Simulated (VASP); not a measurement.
# BaO (Fm-3m) in VASP: single point with PBEsol

Aim: the single point of BaO with PBEsol.

All numbers are computed with VASP 6.6.1; they aren't measurements. Logs are shortened: lines on timing, memory, paths and dates and some standing lists are left out, and cuts for length are marked.

## (1) The cell of the first run

Symmetry: Fm-3m, No. 225, cubic system. The conventional cell has a = 5.500 Å, b = 5.500 Å, c = 5.500 Å, α = 90.00°, β = 90.00°, γ = 90.00°. Within 3.6 Å of Ba (site symmetry m-3m) lie 6 O at 2.75 Å. Within 3.6 Å of O (site symmetry m-3m) lie 6 Ba at 2.75 Å.

## (2) Single point, PBEsol

INCAR reads:

```
SYSTEM = BaO
PREC = Accurate
ENCUT = 1340
EDIFF = 1E-6
ISMEAR = -1
SIGMA = 0.02
LREAL = .FALSE.
LASPH = .TRUE.
NELM = 120
ALGO = Normal
ISIF = 2
LWAVE = .FALSE.
LCHARG = .FALSE.
GGA = PS
NBANDS = 15
GGA_COMPAT = .FALSE.
```

KPOINTS reads:

```
Automatic mesh
0
G
  6 6 6
  0 0 0
```

POSCAR reads:

```
BaO
1.0
    3.8890870000      0.0000000000      0.0000000000
    1.9445435000      3.3680481395      0.0000000000
    1.9445435000      1.1226827132      3.1754262384
Ba O
1 1
Direct
    0.0000000000      0.0000000000      0.0000000000
    0.5000000000      0.5000000000      0.5000000000
```

Potentials or basis: VASP PAW PBE potentials, release 64 (Ba_sv, O_h).

Command:

```sh
$ cat potpaw_PBE.64/Ba_sv/POTCAR potpaw_PBE.64/O_h/POTCAR > POTCAR
$ mpirun -np 1 vasp_std > vasp.out
```

OUTCAR:

```text
SYSTEM = BaO
   PREC = Accurate
   ENCUT = 1340
   EDIFF = 1E-6
   ISMEAR = -1
   LREAL = .FALSE.
   LASPH = .TRUE.
   NELM = 120
   ISIF = 2
   GGA = PS

 ion  position               nearest neighbor table
   1  0.000  0.000  0.000-   2 2.75   2 2.75   2 2.75   2 2.75   2 2.75   2 2.75
   2  0.500  0.500  0.500-   1 2.75   1 2.75   1 2.75   1 2.75   1 2.75   1 2.75

  LATTYP: Found a face centered cubic cell.
 ALAT       =     5.4999995806

  Lattice vectors:

 A1 = (   3.8890870000,   0.0000000000,   0.0000000000)
 A2 = (   1.9445435000,   3.3680481395,   0.0000000000)
 A3 = (   1.9445435000,   1.1226827132,   3.1754262384)

Analysis of symmetry for initial positions (statically):
=====================================================================
 Subroutine PRICEL returns:
 Original cell was already a primitive cell.

 Routine SETGRP: Setting up the symmetry group for a
 face centered cubic supercell.

 Subroutine GETGRP returns: Found 48 space group operations
 (whereof 48 operations were pure point group operations)
 out of a pool of 48 trial point group operations.

The static configuration has the point symmetry O_h .

Analysis of symmetry for dynamics (positions and initial velocities):
=====================================================================
 Subroutine PRICEL returns:
 Original cell was already a primitive cell.

 Routine SETGRP: Setting up the symmetry group for a
 face centered cubic supercell.

 Subroutine GETGRP returns: Found 48 space group operations
 (whereof 48 operations were pure point group operations)
 out of a pool of 48 trial point group operations.

The dynamic configuration has the point symmetry O_h .

 Subroutine INISYM returns: Found 48 space group operations
 (whereof 48 operations are pure point group operations),
 and found     1 'primitive' translations

----------------------------------------------------------------------------------------

                                     Primitive cell

  volume of cell :      41.5937

  direct lattice vectors                    reciprocal lattice vectors
     3.889087000  0.000000000  0.000000000     0.257129758 -0.148453935 -0.104972784
     1.944543500  3.368048139  0.000000000     0.000000000  0.296907870 -0.104972784
     1.944543500  1.122682713  3.175426238     0.000000000  0.000000000  0.314918353

  length of vectors
     3.889087000  3.889087000  3.889087000     0.314918353  0.314918353  0.314918353

  position of ions in fractional coordinates (direct lattice)
     0.000000000  0.000000000  0.000000000
     0.500000000  0.500000000  0.500000000

  ion indices of the primitive-cell ions
   primitive index   ion index
                 1           1
                 2           2

----------------------------------------------------------------------------------------

 KPOINTS: Automatic mesh

Automatic generation of k-mesh.
 Grid dimensions read from file:
 generate k-points for:    6    6    6

 Generating k-lattice:

  Cartesian coordinates                     Fractional coordinates (reciprocal lattice)
     0.042854960 -0.024742323 -0.017495464     0.166666667  0.000000000 -0.000000000
     0.000000000  0.049484645 -0.017495464     0.000000000  0.166666667  0.000000000
     0.000000000  0.000000000  0.052486392     0.000000000  0.000000000  0.166666667

  Length of vectors
     0.052486392  0.052486392  0.052486392

  Shift w.r.t. Gamma in fractional coordinates (k-lattice)
     0.000000000  0.000000000  0.000000000

 Subroutine IBZKPT returns following result:
 ===========================================

 Found     16 irreducible k-points:

 Following reciprocal coordinates:
            Coordinates               Weight
  0.000000  0.000000  0.000000      1.000000
  0.166667  0.000000  0.000000      8.000000
  0.333333  0.000000  0.000000      8.000000
  0.500000  0.000000  0.000000      4.000000
  0.166667  0.166667  0.000000      6.000000
  0.333333  0.166667  0.000000     24.000000
[... 8 lines left out ...]
 -0.333333  0.333333  0.166667     24.000000
 -0.333333  0.500000  0.166667     12.000000
   k-points           NKPTS =     16   k-points in BZ     NKDIM =     16   number of bands    NBANDS=     15
   number of dos      NEDOS =    301   number of ions     NIONS =      2
   total plane-waves  NPLWV = 110592
   dimension x,y,z NGX =    48 NGY =   48 NGZ =   48
   dimension x,y,z NGXF=    96 NGYF=   96 NGZF=   96
   ions per type =               1   1
   NGX,Y,Z   is equivalent  to a cutoff of  20.52, 20.52, 20.52 a.u.
   NGXF,Y,Z  is equivalent  to a cutoff of  41.04, 41.04, 41.04 a.u.
 SYSTEM =  BaO
   PREC   = accura    normal or accurate (medium, high low for compatibility)
   ISTART =      0    job   : 0-new  1-cont  2-samecut
   ICHARG =      2    charge: 1-file 2-atom 10-const
   ISPIN  =      1    spin polarized calculation?
   LNONCOLLINEAR =      F non collinear calculations
   LSORBIT =      F    spin-orbit coupling
   LASPH  =      T    aspherical Exc in radial PAW
   ENCUT  = 1340.0 eV  98.49 Ry    9.92 a.u.  11.61 11.61 11.61*2*pi/ulx,y,z
   NELM   =    120;   NELMIN=  2; NELMDL= -5     # of ELM steps
   EDIFF  = 0.1E-05   stopping-criterion for ELM
   LREAL  =      F    real-space projection
   EDIFFG = 0.1E-04   stopping-criterion for IOM
   NSW    =      0    number of steps for IOM
   IBRION =     -1    ionic relax: 0-MD 1-quasi-New 2-CG
   NFREE  =      0    steps in history (QN), initial steepest desc. (CG)
   ISIF   =      2    stress and relaxation
   ISYM   =      2    0-nonsym 1-usesym 2-fastsym
   POTIM  = 0.5000    time-step for ionic-motion
   TEBEG  =    0.0;   TEEND  =   0.0 temperature during run
   PSTRESS=    0.0 pullay stress
   NELECT =      16.0000    total number of electrons
   NUPDOWN=      -1.0000    fix difference up-down
   EMIN   =  10.00;   EMAX   =-10.00  energy-range for DOS
   EFERMI =   0.00;   METHOD = LEGACY
   ISMEAR =    -1;   SIGMA  =   0.02  broadening in eV -4-tet -1-fermi 0-gaus
   EFERMI_NEDOS =   21; number of points for ismear=-14 and -15
   IALGO  =     38    algorithm
   IMIX   =      4    mixing-type and parameters
     AMIX     =   0.40;   BMIX     =  1.00
     AMIX_MAG =   1.60;   BMIX_MAG =  1.00
  volume/ion in A,a.u.               =      20.80       140.34
  Fermi-wavevector in a.u.,A,eV,Ry     =   1.190617  2.249940 19.287203  1.417569
  Thomas-Fermi vector in A             =   2.326698
   LORBIT       =      0    0 simple, 1 ext, 2 COOP (PROOUT), +10 PAW based schemes
   GGA     = PS    functional components
   LHFCALC =     F    Hartree Fock is set to
   AEXX    =    0.0000 exact exchange contribution
   IVDW    =     0    specifies the selected vdW correction
   LEPSILON=     F    determine dielectric tensor
   LRPA    =     F    only Hartree local field effects (RPA)
 non-spin polarized calculation
  energy-cutoff  :     1340.00
  volume of cell :       41.59
 maximum number of plane-waves:      4663
 NGX is ok and might be reduce to    48
   NGX = 23   NGY = 23   NGZ = 23

 number of electron      16.0000000 magnetization

 Free energy of the ion-electron system (eV)
  ---------------------------------------------------
  ext. energy  EPLUGINS =         0.00000000
  ---------------------------------------------------
  free energy    TOTEN  =       -12.40160413 eV

  energy without entropy =      -12.40160413  energy(sigma->0) =      -12.40160413

 E-fermi :   2.5345     XC(G=0):  -9.9556

 val. band max:        2.0422145425   @ k =   0.5000   0.5000   0.0000
 cond. band min:       3.8341055655   @ k =   0.5000   0.5000   0.0000
 fundamental gap:      1.7918910231
 Fermi energy:         2.5344825707

 k-point     1 :       0.0000    0.0000    0.0000
  band No.  band energies     occupation
      1     -23.8058      2.00000
      2     -12.9504      2.00000
      3      -8.2520      2.00000
      4      -8.2520      2.00000
      5      -8.2520      2.00000
      6       1.6310      2.00000
      7       1.6310      2.00000
      8       1.6310      2.00000
      9       5.4964      0.00000
     10       6.6594      0.00000
     11       6.6594      0.00000
     12       6.6594      0.00000
     13       9.0017      0.00000
     14       9.0017      0.00000
     15      11.8086      0.00000

 k-point     2 :       0.1667    0.0000    0.0000
  band No.  band energies     occupation
      1     -23.7368      2.00000
      2     -13.1499      2.00000
      3      -8.3157      2.00000
      4      -8.2849      2.00000
      5      -8.2849      2.00000
      6       1.0619      2.00000
      7       1.2796      2.00000
      8       1.2796      2.00000
      9       6.3638      0.00000
     10       6.7272      0.00000
     11       7.1838      0.00000
     12       7.1838      0.00000
     13       9.7150      0.00000
     14       9.7150      0.00000
     15      13.4792      0.00000

 k-point     3 :       0.3333    0.0000    0.0000
  band No.  band energies     occupation
      1     -23.5930      2.00000
      2     -13.5504      2.00000
      3      -8.4289      2.00000
      4      -8.3483      2.00000
      5      -8.3483      2.00000
      6       0.2376      2.00000
      7       0.6913      2.00000
      8       0.6913      2.00000
      9       6.5965      0.00000
     10       8.4522      0.00000
     11       8.4522      0.00000
     12       8.9243      0.00000
     13      11.3039      0.00000
     14      11.3039      0.00000
     15      15.8930      0.00000

 k-point     4 :       0.5000    0.0000    0.0000
  band No.  band energies     occupation
      1     -23.5179      2.00000
      2     -13.7515      2.00000
      3      -8.4793      2.00000
      4      -8.3789      2.00000
      5      -8.3789      2.00000
      6      -0.1025      2.00000
      7       0.4365      2.00000
      8       0.4365      2.00000
      9       6.9207      0.00000
     10       9.2475      0.00000
     11       9.2475      0.00000
     12      10.1621      0.00000
     13      12.7339      0.00000
     14      12.7339      0.00000
     15      15.4500      0.00000
[... 163 lines left out ...]
 k-point    14 :       0.5000    0.3333    0.1667
  band No.  band energies     occupation
      1     -23.5045      2.00000
      2     -13.4493      2.00000
      3      -8.9868      2.00000
      4      -8.9449      2.00000
      5      -8.4053      2.00000
      6       0.6950      2.00000
      7       0.9393      2.00000
      8       1.6569      2.00000
      9       5.5666      0.00000
     10       8.1060      0.00000
     11       9.2446      0.00000
     12       9.9693      0.00000
     13      11.4123      0.00000
     14      13.2035      0.00000
     15      14.9211      0.00000

 k-point    15 :      -0.3333    0.3333    0.1667
  band No.  band energies     occupation
      1     -23.4568      2.00000
      2     -13.4733      2.00000
      3      -9.1804      2.00000
      4      -9.1690      2.00000
      5      -8.3445      2.00000
      6       0.4955      2.00000
      7       1.4310      2.00000
      8       1.4515      2.00000
      9       6.7096      0.00000
     10       6.9584      0.00000
     11       9.4717      0.00000
     12      10.6846      0.00000
     13      12.0978      0.00000
     14      13.9349      0.00000
     15      14.6014      0.00000

 k-point    16 :      -0.3333    0.5000    0.1667
  band No.  band energies     occupation
      1     -23.4376      2.00000
      2     -13.3142      2.00000
      3      -9.6444      2.00000
      4      -9.1593      2.00000
      5      -8.4654      2.00000
      6       0.8868      2.00000
      7       1.7697      2.00000
      8       1.9128      2.00000
      9       5.1810      0.00000
     10       8.1960      0.00000
     11       8.7672      0.00000
     12      11.6956      0.00000
     13      11.9781      0.00000
     14      14.1615      0.00000
     15      14.4653      0.00000

------------------------ aborting loop because EDIFF is reached ----------------------------------------

  FORCE on cell =-STRESS in cart. coord.  units (eV):
  Direction    XX          YY          ZZ          XY          YZ          ZX
  --------------------------------------------------------------------------------------
  -------------------------------------------------------------------------------------
  Total        0.3647540      0.3647540      0.3647540     -0.0000000      0.0000000     -0.0000000
  in kB       14.0502067     14.0502067     14.0502067     -0.0000000      0.0000000     -0.0000000
  external PRESSURE =      14.0502067 kB  Pullay stress =       0.0000000 kB

 VOLUME and BASIS-vectors are now :
 -----------------------------------------------------------------------------
  energy-cutoff  :     1340.00
  volume of cell :       41.59
      direct lattice vectors                 reciprocal lattice vectors
     3.889087000  0.000000000  0.000000000     0.257129758 -0.148453935 -0.104972784
     1.944543500  3.368048139  0.000000000     0.000000000  0.296907870 -0.104972784
     1.944543500  1.122682713  3.175426238     0.000000000  0.000000000  0.314918353

 POSITION                                       TOTAL-FORCE (eV/Angst)
 -----------------------------------------------------------------------------------
      0.00000      0.00000      0.00000        -0.000000     -0.000000      0.000000
      3.88909      2.24537      1.58771         0.000000      0.000000      0.000000
 -----------------------------------------------------------------------------------
    total drift:                               -0.000000     -0.000000     -0.000000

  FREE ENERGIE OF THE ION-ELECTRON SYSTEM (eV)
  ---------------------------------------------------
  free  energy   TOTEN  =       -12.4016041330 eV

  energy  without entropy=      -12.4016041330  energy(sigma->0) =      -12.40160413
```

It took 50 s on 1 thread of AMD EPYC 7R13 (Zen 3), shared host; peak memory 0.31 GiB.

Results:

- Free energy: -12.4016 eV
- Pressure: 1.4 GPa
- Band gap on the k mesh: 1.79 eV

Levels at points of the mesh, in eV from the valence-band top:
```
           k point  band 6  band 7  band 8  band 9  band 10  band 11
(0.00, 0.00, 0.00)   -0.41   -0.41   -0.41    3.45     4.62     4.62
(0.50, 0.00, 0.00)   -2.14   -1.61   -1.61    4.88     7.21     7.21
(0.50, 0.50, 0.00)   -0.20   -0.20    0.00    1.79     6.01     8.99
```

Caveat: the PAW data sets were made with another functional, which shifts forces and pressure a little; spin-orbit coupling is left out, which moves the levels of the heavy elements. A k mesh can miss the band edges.
